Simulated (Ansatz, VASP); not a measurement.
TiB: VASP beside Ansatz

```
Ti B
1.0
     0.00000    2.45342    2.45342
     2.45342    0.00000    2.45342
     2.45342    2.45342    0.00000
Ti B
1 1
Direct
  0.25000 0.25000 0.25000
  0.00000 0.00000 0.00000
```

Alike in both runs: functional PBEsol; k mesh 17 × 17 × 17; occupations fermi-dirac, width 0.05 eV; no spin polarisation.

Ansatz relaxed the structure, and its values are those at the end. VASP's run is a single point on that final structure, the one shown.

|  | VASP | Ansatz |
| --- | --- | --- |
| version | VASP 6.6.1 | Ansatz 0.2.0 |
| potentials or method | VASP PAW PBE potentials, release 64 (Ti_sv, B) | PAW with Ansatz's default frozen-core files, scalar-relativistic |
| plane-wave cutoff (eV) | 520 | 420 |
| valence electrons in the cell | 15 | 15 |

|  | VASP | Ansatz | Ansatz less VASP |
| --- | --- | --- | --- |
| pressure (GPa) | 0.0 | 0.0 | +0.01 |

VASP's potentials were made for PBE, not for PBEsol.
